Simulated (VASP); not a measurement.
Input of a VASP 6.6.1 run:

The input INCAR:

```
PREC = Accurate ; ENCUT = 520
EDIFF = 1E-6 ; ISMEAR = 0
SIGMA = 0.05 ; LREAL = F
LASPH = T ; NELM = 80
ALGO = Normal ; ISIF = 2
LWAVE = F ; LCHARG = F
GGA = PE ; NBANDS = 10
```

Contents of KPOINTS:

```
regular mesh
0
Gamma
  12 12 12
```

POSCAR

```
Cs
1.0
   -2.9563300012      2.9563300012      2.9563300012
    2.9563300012     -2.9563300012      2.9563300012
    2.9563300012      2.9563300012     -2.9563300012
Cs
1
Direct
    0.0000000000      0.0000000000      0.0000000000
```

Potentials or basis: VASP PAW PBE potentials, release 64 (Cs_sv).

The run is started by

```console
$ cat potpaw_PBE.64/Cs_sv/POTCAR > POTCAR
$ mpirun -np 1 vasp_std > vasp.out
```

Problem. Estimate the pressure.

Solution. 0.3 GPa.
